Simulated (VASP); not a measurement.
**Mo: single point with r2SCAN**

Mo:

```
Mo
1.0
     2.77654    0.00000    0.00000
    -1.38827    2.40456    0.00000
     0.00000    0.00000    2.51685
Mo
1
Direct
  0.00000 0.00000 0.50000
```

This cell differs from its parent crystal: strain +0.015 along x and y, -0.015 along z.

```
Program                : VASP 6.6.1
Task                   : single point
Functional             : r2SCAN
Potentials or basis    : VASP PAW PBE potentials, release 64 (Mo_sv)
Cutoff                 : 520 eV
k mesh                 : 18 × 18 × 18
Occupations            : gaussian, width 0.15 eV
Spin                   : no spin polarisation
Dipole correction      : no
Further INCAR settings : ALGO = Normal; EDIFF = 1e-06; NBANDS = 13
```

The pressure is -1.7 GPa and the band gap on the k mesh is zero (bands 7 and 8 overlap by 1.80 eV).

Stress tensor (GPa, compression positive):
```
-3.32  0.00  0.00
 0.00 -3.32  0.00
 0.00  0.00  1.52
```

Levels at points of the mesh, in eV from the Fermi level:
| k point | band 5 | band 6 | band 7 | band 8 | band 9 | band 10 |
| --- | --- | --- | --- | --- | --- | --- |
| (0.00, 0.00, 0.00) | -7.07 | -4.62 | -0.90 | -0.90 | 4.46 | 4.46 |
| (0.50, 0.00, 0.00) | -5.02 | -3.50 | 0.84 | 1.61 | 3.85 | 4.32 |
| (0.00, 0.00, 0.50) | -3.65 | 0.06 | 0.06 | 0.17 | 0.68 | 0.68 |
| (0.50, 0.00, 0.50) | -5.44 | -3.23 | -0.56 | 4.73 | 6.23 | 6.81 |

It took 75 s on 1 thread of Intel(R) Xeon(R) 6975P-C (Granite Rapids), with other jobs on the host, peak memory 0.19 GiB.

Caveat: the cell differs from its parent crystal (strain +0.015 along x and y, -0.015 along z); the PAW data sets were made with another functional, which shifts forces and pressure a little.
